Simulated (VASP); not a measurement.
The system is ScAg3.

```
Sc Ag
1.0
     0.00000    3.32000    3.32000
     3.32000    0.00000    3.32000
     3.32000    3.32000    0.00000
Sc Ag
1 3
Direct
  0.00000 0.00000 0.00000
  0.50000 0.50000 0.50000
  0.25000 0.25000 0.25000
  0.75000 0.75000 0.75000
```

| Item | Value |
| --- | --- |
| Program | VASP 6.6.1 |
| Task | relaxation of cell and atoms |
| Functional | LDA |
| Potentials or basis | VASP PAW LDA potentials, release 64 (Sc_sv, Ag) |
| Cutoff | 500 eV |
| k mesh | 5 × 5 × 5 |
| Occupations | methfessel-paxton, width 0.05 eV |
| Spin | no spin polarisation |

At the start: pressure -7.0 GPa; volume 18.30 Å³/atom.

Q: Where does the relaxation end?

A: Over 3 steps the energy falls by 30.2 meV/atom and the volume is 17.03 Å³/atom (-6.9 %); space group Fm-3m (No. 225, to 0.1 Å) before and after.

Step by step:
```
step  energy change (eV)  largest force (eV/Å)  pressure (GPa)  volume (Å³)
   1              0.0000                0.0000           -6.98        73.19
   2             -0.0631                0.0000            6.27        65.06
   3             -0.1208                0.0000           -0.01        68.14
```

Final structure:
```
Sc Ag
1.0
     0.00000    3.24183    3.24183
     3.24183    0.00000    3.24183
     3.24183    3.24183    0.00000
Sc Ag
1 3
Cartesian
  0.0000 0.0000 0.0000
  3.2418 3.2418 3.2418
  1.6209 1.6209 1.6209
  4.8627 4.8627 4.8627
```
